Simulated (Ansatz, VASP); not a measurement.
## One calculation of IrPt2F6, two programs

```
Ir Pt F
1.0
     2.58735    4.48142    0.00000
    -2.58735    4.48142    0.00000
     0.00000    0.00000    4.15402
Ir Pt F
1 2 6
Cartesian
  0.0000 0.0000 2.0770
  0.0003 5.9751 0.8448
  -0.0003 2.9878 3.3092
  0.0001 1.4027 1.1623
  1.3725 3.7802 1.1623
  -1.3726 3.7800 1.1623
  -1.3726 5.1829 2.9917
  0.0001 7.5602 2.9917
  1.3725 5.1827 2.9917
```

Alike in both runs: task single point; functional PBE; k mesh 4 × 4 × 4; no spin polarisation.

|  | VASP | Ansatz |
| --- | --- | --- |
| version | VASP 6.6.1 | Ansatz 0.2.0 |
| potentials or method | VASP PAW PBE potentials, release 64 (Ir, Pt, F), cutoff 520 eV | PAW plane waves |
| occupations | methfessel-paxton of order 1, width 0.05 eV | cold, width 0.05 eV |
| valence electrons in the cell | 71 | 95 |

Ansatz gave:

| Item | Value |
| --- | --- |
| gap on the k mesh at the Fermi level (eV) | none |
| rms of the force components (eV/Å) | 5.617 |

Question: Estimate VASP's values.

Answer: gap on the k mesh at the Fermi level (eV): none; rms of the force components (eV/Å): 5.966.

Atom by atom the forces differ by 0.349 eV/Å (rms over components). A gap of «none» marks a metal or a gap that the smearing closes. VASP's potentials hold 71 valence electrons a cell and Ansatz's 95, so a difference there can come from the potentials and not from the codes. Ansatz's warnings: structure snapped to symmetry.

The k mesh is coarse, so the values compare programs but aren't converged. Neither program's run includes spin-orbit coupling.
